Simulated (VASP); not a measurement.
Input of a VASP 6.6.1 run:

The input INCAR:

```
SYSTEM = SiC
ALGO = Normal
EDIFF = 1E-7
EDIFFG = -0.01
ENCUT = 520
GGA = CA
IBRION = 2
ISIF = 2
ISMEAR = 0
LASPH = .True.
LCHARG = .False.
LREAL = .False.
LWAVE = .False.
NELM = 80
NSW = 50
PREC = Accurate
SIGMA = 0.05
```

Contents of KPOINTS:

```
k-points
0
Gamma
  12 12 6
  0 0 0
```

The input POSCAR:

```
SiC
1.0
    3.0561890961      0.0000000000      0.0000000000
   -1.5280945481      2.6467373960      0.0000000000
    0.0000000000      0.0000000000      5.0161734257
Si C
2 2
Direct
    0.3333333333      0.6666666667      0.0046041256
    0.6666666667      0.3333333333      0.5046041256
    0.3333333333      0.6666666667      0.3803958744
    0.6666666667      0.3333333333      0.8803958744
```

Potentials or basis: VASP PAW LDA potentials, release 64 (Si, C).

Launch:

```console
$ cat potpaw_LDA.64/Si/POTCAR potpaw_LDA.64/C/POTCAR > POTCAR
$ mpirun -np 1 vasp_std > vasp.out
```

What does it give for the band gap on the k mesh?

2.12 eV (least direct gap 3.91 eV).

Final structure:
```cif
data_structure
_symmetry_space_group_name_H-M 'P 1'
_symmetry_Int_Tables_number 1
_cell_length_a 3.0562
_cell_length_b 3.0562
_cell_length_c 5.0162
_cell_angle_alpha 90.000
_cell_angle_beta 90.000
_cell_angle_gamma 120.000
_cell_volume 40.58
loop_
_atom_site_label
_atom_site_type_symbol
_atom_site_fract_x
_atom_site_fract_y
_atom_site_fract_z
_atom_site_occupancy
Si1 Si 0.33333 0.66667 0.00460 1
Si2 Si 0.66667 0.33333 0.50460 1
C1 C 0.33333 0.66667 0.38040 1
C2 C 0.66667 0.33333 0.88040 1
```

A k mesh can miss the band edges. LDA gaps usually lie below the measured ones, often by a third to a half.
